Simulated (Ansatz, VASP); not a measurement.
Be3H4Br2 in VASP and in Ansatz

```
CELL_PARAMETERS angstrom
3.71773 -0.07052 0.03728
-1.92092 3.38703 -0.05174
0.09570 -0.10508 12.65742
ATOMIC_POSITIONS crystal
Be 0.56307 0.07620 0.93407
Be 0.54425 0.67249 0.50097
Be 0.55952 0.58493 0.06549
H 0.41686 0.83615 0.57647
H 0.74850 0.42250 0.99956
H 0.67127 0.50889 0.42535
H 0.37394 0.73849 0.99950
Br 0.06531 0.06911 0.83440
Br 0.05729 0.09123 0.16419
```

Change from the starting cell: cell x1, atoms moved at random (sigma 0.1 Å) and cell strained at random (1.5 %), then relaxed without symmetry.

Alike in both runs: functional PBE; k mesh 6 × 6 × 2; occupations gaussian, width 0.2 eV; no spin polarisation.

Ansatz relaxed the structure, and its values are those at the end. VASP's run is a single point on that final structure, the one shown.

```csv
,VASP,Ansatz
version,VASP 6.6.1,Ansatz 0.2.0
potentials or method,"VASP PAW PBE potentials, release 64 (Be, H, Br), cutoff 600 eV","scalar-relativistic, plane waves, PAW"
valence electrons in the cell,24,24
```

VASP gave:

| Property | Result |
| --- | --- |
| gap on the k mesh at the Fermi level (eV) | 3.23 |
| least direct gap on the mesh (eV) | 4.10 |
| pressure (GPa) | 0.0 |
| rms of the force components (eV/Å) | 0.007 |

Problem. Estimate Ansatz's values.

Solution. gap on the k mesh at the Fermi level (eV): 3.21; least direct gap on the mesh (eV): 4.08; pressure (GPa): 0.0; rms of the force components (eV/Å): 0.004.
